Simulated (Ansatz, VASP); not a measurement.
Ir in VASP and in Ansatz

The input INCAR:

```
ALGO = Normal
EDIFF = 1E-7
ENCUT = 520
ISIF = 2
ISMEAR = 0
LASPH = T
LCHARG = F
LREAL = F
LWAVE = F
NBANDS = 10
NELM = 100
PREC = Accurate
SIGMA = 0.15
```

Contents of KPOINTS:

```
k-points
0
Gamma
  22 22 22
```

POSCAR

```
Ir
1.0
    0.0000000000      2.0583851465      1.6327110982
    2.0583851465      0.0000000000      1.6327110982
    2.0583851465      2.0583851465      0.0000000000
Ir
1
Direct
    0.0000000000      0.0000000000      0.0000000000
```

Input for Ansatz:

```yaml
crystal:
  lattice:
    - [0.0, 2.0583851465, 1.6327110982]
    - [2.0583851465, 0.0, 1.6327110982]
    - [2.0583851465, 2.0583851465, 0.0]
  atoms:
    - { symbol: Ir, position: [0.0, 0.0, 0.0] }
basis:
  ecutwfc: 420
kpoints:
  mp_grid: { grid: [22, 22, 22] }
hamiltonian:
  xc: lda
  pseudopotentials: { kind: paw, azcp: { folder: soft_1 } }
scf:
  occupations: { method: gaussian, width: 0.15 }
output:
  forces: true
  stress: true
  eigenvalues: true
```

Alike in both runs: task single point; functional LDA; k mesh 22 × 22 × 22; occupations gaussian, width 0.15 eV; no spin polarisation.

|  | VASP | Ansatz |
| --- | --- | --- |
| version | VASP 6.6.1 | Ansatz 0.2.0 |
| potentials or method | VASP PAW LDA potentials, release 64 (Ir), cutoff 520 eV | scalar-relativistic, plane waves, PAW |
| valence electrons in the cell | 9 | 17 |

|  | VASP | Ansatz | Ansatz less VASP |
| --- | --- | --- | --- |
| gap on the k mesh at the Fermi level (eV) | none | none | - |
| pressure (GPa) | 11.9 | 9.2 | -2.69 |
| traceless stress, the component that is largest in VASP (GPa) | 35.75 | 36.02 | +0.277 |

Ansatz warns that its potentials were made for another functional, while VASP's fit it. LDA's correlation is that of Perdew and Zunger in VASP and of Perdew and Wang (1992) in Ansatz. A gap of «none» marks a metal or a gap that the smearing closes. VASP's potentials hold 9 valence electrons a cell and Ansatz's 17, so a difference there can come from the potentials and not from the codes.

Neither program's run includes spin-orbit coupling.
